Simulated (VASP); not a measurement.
# Pb in VASP: a series of runs, part 2 of 2

VASP 6.6.1. Earlier steps stand in the parts before.

## Step 5: Single point, PBEsol+D3(BJ)

This run uses another cell than the first one, of 30.22 Å³/atom.

Input file INCAR:

```
PREC     = Accurate       # precision mode
ENCUT    = 500            # plane-wave cutoff, eV
EDIFF    = 1E-6           # SCF threshold, eV
ISMEAR   = 1              # smearing method
SIGMA    = 0.1            # smearing width, eV
LREAL    = F              # projectors in reciprocal space
LASPH    = T              # aspherical terms in the spheres
NELM     = 120            # most SCF steps
ALGO     = Normal         # electronic algorithm
ISIF     = 2              # what is computed and relaxed
LWAVE    = F              # write WAVECAR
LCHARG   = F              # write CHGCAR
GGA      = PS             # functional
IVDW     = 12             # dispersion correction
NBANDS   = 13             # bands
GGA_COMPAT= F
```

Input file KPOINTS:

```
regular mesh
0
Gamma
  12 12 12
```

Input file POSCAR:

```
Pb
1.0
    0.0000000000      2.4750200000      2.4667699333
    2.4750200000      0.0000000000      2.4667699333
    2.4750200000      2.4750200000      0.0000000000
Pb
1
Direct
    0.0000000000      0.0000000000      0.0000000000
```

Potentials or basis: VASP PAW PBE potentials, release 64 (Pb_d).

Command:

```bash
$ cat potpaw_PBE.64/Pb_d/POTCAR > POTCAR
$ mpirun -np 1 vasp_std > vasp.out
```

OUTCAR:

```text
PREC = Accurate
   ENCUT = 500
   EDIFF = 1E-6
   ISMEAR = 1
   LREAL = F
   LASPH = T
   NELM = 120
   ISIF = 2
   GGA = PS
   IVDW = 12
 IVDW          = 12

 ion  position               nearest neighbor table
   1  0.000  0.000  0.000-

  LATTYP: Found a body centered tetragonal cell.
 ALAT       =     3.5002068511
 C/A-ratio  =     1.4094995171

  Lattice vectors:

 A1 = (   0.0000000000,  -2.4750200000,  -2.4667699333)
 A2 = (   0.0000000000,   2.4750200000,  -2.4667699333)
 A3 = (   2.4750200000,   0.0000000000,   2.4667699333)

Analysis of symmetry for initial positions (statically):
=====================================================================
 Subroutine PRICEL returns:
 Original cell was already a primitive cell.

 Routine SETGRP: Setting up the symmetry group for a
 body centered tetragonal supercell.

 Subroutine GETGRP returns: Found 16 space group operations
 (whereof 16 operations were pure point group operations)
 out of a pool of 16 trial point group operations.

The static configuration has the point symmetry D_4h.

Analysis of symmetry for dynamics (positions and initial velocities):
=====================================================================
[... 172 lines left out ...]
      7      14.5739      0.00000
      8      14.5805      0.00000
      9      14.5805      0.00000
     10      16.9049      0.00000
     11      18.4979      0.00000
     12      19.6414      0.00000
     13      19.6448      0.00000
[... 354 lines left out ...]
  band No.  band energies     occupation
      1      -9.8645      2.00000
      2      -9.8077      2.00000
      3      -9.7730      2.00000
      4      -9.6192      2.00000
      5      -9.5815      2.00000
      6      -0.7159      2.00000
      7       3.5658      2.00000
      8       9.3937      0.00000
      9      11.8685      0.00000
     10      14.9480      0.00000
     11      19.0402      0.00000
     12      19.8251      0.00000
     13      22.3354      0.00000

 [... further k-points ...]

------------------------ aborting loop because EDIFF is reached ----------------------------------------

 Edisp (eV)   -0.44295

 E8    (eV) :    -0.3237

  FORCE on cell =-STRESS in cart. coord.  units (eV):
  Direction    XX          YY          ZZ          XY          YZ          ZX
  --------------------------------------------------------------------------------------
  -------------------------------------------------------------------------------------
  Total      -0.46259    -0.46259    -0.50188     0.00000    -0.00000    -0.00000
  in kB     -24.52388   -24.52388   -26.60713     0.00000    -0.00000    -0.00000
  external pressure =      -25.22 kB  Pullay stress =        0.00 kB

 VOLUME and BASIS-vectors are now :
 -----------------------------------------------------------------------------
  energy-cutoff  :      500.00
  volume of cell :       30.22
      direct lattice vectors                 reciprocal lattice vectors
     0.000000000  2.475020000  2.466769933    -0.202018570  0.202018570  0.202694217
     2.475020000  0.000000000  2.466769933     0.202018570 -0.202018570  0.202694217
     2.475020000  2.475020000  0.000000000     0.202018570  0.202018570 -0.202694217

 POSITION                                       TOTAL-FORCE (eV/Angst)
 -----------------------------------------------------------------------------------
      0.00000      0.00000      0.00000         0.000000     -0.000000      0.000000
 -----------------------------------------------------------------------------------
    total drift:                               -0.000000     -0.000000     -0.000000

  FREE ENERGIE OF THE ION-ELECTRON SYSTEM (eV)
  ---------------------------------------------------
  free  energy   TOTEN  =        -4.4263230249 eV

  energy  without entropy=       -4.4254689131  energy(sigma->0) =       -4.42603832
```

stdout:

```text
POSCAR found type information on POSCAR Pb
 POSCAR found :  1 types and       1 ions
 scaLAPACK will be used
 -----------------------------------------------------------------------------
|                                                                             |
|                                                                             |
|     You enforced a specific xc type in the INCAR file but a different       |
|     I HOPE YOU KNOW WHAT YOU ARE DOING!                                     |
|                                                                             |
 -----------------------------------------------------------------------------

 LDA part: xc-table for (Slater+PW92), standard interpolation
 POSCAR, INCAR and KPOINTS ok, starting setup
 FFT: planning ... GRIDC
 FFT: planning ... GRID_SOFT
 FFT: planning ... GRID
 WAVECAR not read
 entering main loop
```

Wall time 61 s (1 thread of Intel Xeon 8259CL, shared host); peak memory 0.2 GiB.

Results:

```yaml
Free_energy: -4.4263 eV
Pressure: -2.5 GPa
Band_gap_on_the_k_mesh: zero (bands 7 and 8 overlap by 9.00 eV)
Dispersion_energy_per_atom: -0.443 eV
```

Stress tensor (GPa, compression positive):
```
-2.45  0.00  0.00
 0.00 -2.45  0.00
 0.00  0.00 -2.66
```

Caveat: three body term missing; the PAW data sets were made with another functional, which shifts forces and pressure a little; spin-orbit coupling is left out, which moves the levels of the heavy elements.

## Step 6: The runs side by side

| cell | gap on the mesh (eV) | pressure (GPa) |
| --- | --- | --- |
| a = 3.500 Å, angles 60.0°, 1 atom | none | -2.7 |
| a = 3.483, b = 3.483, c = 3.500 Å, angles 59.8, 59.8, 60.3°, 1 atom | none | -2.3 |
| a = 3.489, b = 3.489, c = 3.500 Å, angles 59.9, 59.9, 60.2°, 1 atom | none | -2.4 |
| a = 3.494, b = 3.494, c = 3.500 Å, angles 59.9, 59.9, 60.1°, 1 atom | none | -2.5 |

Alike in all rows: task single point; level PBEsol+D3(BJ); potentials or basis VASP PAW PBE potentials, release 64 (Pb_d); no spin polarisation; k mesh 12 × 12 × 12; cutoff (eV) 500; smearing methfessel-paxton 0.1 eV.

Caveats: three body term missing; the PAW data sets were made with another functional, which shifts forces and pressure a little; spin-orbit coupling is left out, which moves the levels of the heavy elements.

Absolute energies hang on the potentials; compare differences alone.
